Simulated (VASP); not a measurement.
Wanted: the native input for a VASP 6.6.1 run.

```
Task                   : single point
Functional             : PBE
Potentials or basis    : VASP PAW PBE potentials, release 64 (W_sv, S)
Cutoff                 : 520 eV
k mesh                 : 9 × 9 × 1
Occupations            : gaussian, width 0.1 eV
Spin                   : no spin polarisation
Dipole correction      : yes
Further INCAR settings : ALGO = Normal; EDIFF = 1e-06; NBANDS = 32
```

The structure of W3S lies in POSCAR:

```
W3S
1.0
    2.8547213223      0.0000000000      0.0000000000
   -1.4273606611      2.4722611858      0.0000000000
    0.0000000000      0.0000000000     20.1973423488
W S
3 1
Direct
    0.6666666667      0.3333333333      0.1980458583
    0.3333333333      0.6666666667      0.3143385345
    0.0000000000      0.0000000000      0.4306181575
    0.0000000000      0.1666666667      0.5405770505
```

One way to write it, as run:

INCAR

```
SYSTEM = W3S
PREC     = Accurate       ! precision mode
ENCUT    = 520            ! plane-wave cutoff, eV
EDIFF    = 1E-6           ! SCF threshold, eV
ISMEAR   = 0              ! smearing method
SIGMA    = 0.1            ! smearing width, eV
LREAL    = .False.        ! projectors in reciprocal space
LASPH    = .True.         ! aspherical terms in the spheres
NELM     = 60             ! most SCF steps
ALGO     = Normal         ! electronic algorithm
ISIF     = 2              ! what is computed and relaxed
LWAVE    = .False.        ! write WAVECAR
LCHARG   = .True.         ! write CHGCAR
LDIPOL   = .True.       
IDIPOL   = 3            
DIPOL    = 0.5 0.5 0.371
GGA      = PE             ! functional
LELF     = .True.         ! ELF
LVHAR    = .True.       
LVACPOTAV= .True.       
NBANDS   = 32             ! bands
```

KPOINTS

```
regular mesh
0
Gamma
  9 9 1
  0 0 0
```

Potentials or basis: VASP PAW PBE potentials, release 64 (W_sv, S).

Launch:

```console
$ cat potpaw_PBE.64/W_sv/POTCAR potpaw_PBE.64/S/POTCAR > POTCAR
$ mpirun -np 1 vasp_std > vasp.out
```

Results of the run:

| Item | Value |
| --- | --- |
| Largest force | 0.408 eV/Å |
| Band gap on the k mesh | zero (band 24 reaches 2.23 eV, above the bottom of band 25 at 1.37 eV) |

Caveat: spin-orbit coupling is left out, which moves the levels of the heavy elements.

It took 7.8 min on 1 thread of Intel Xeon 8259CL, with other jobs on the host, peak memory 0.36 GiB.
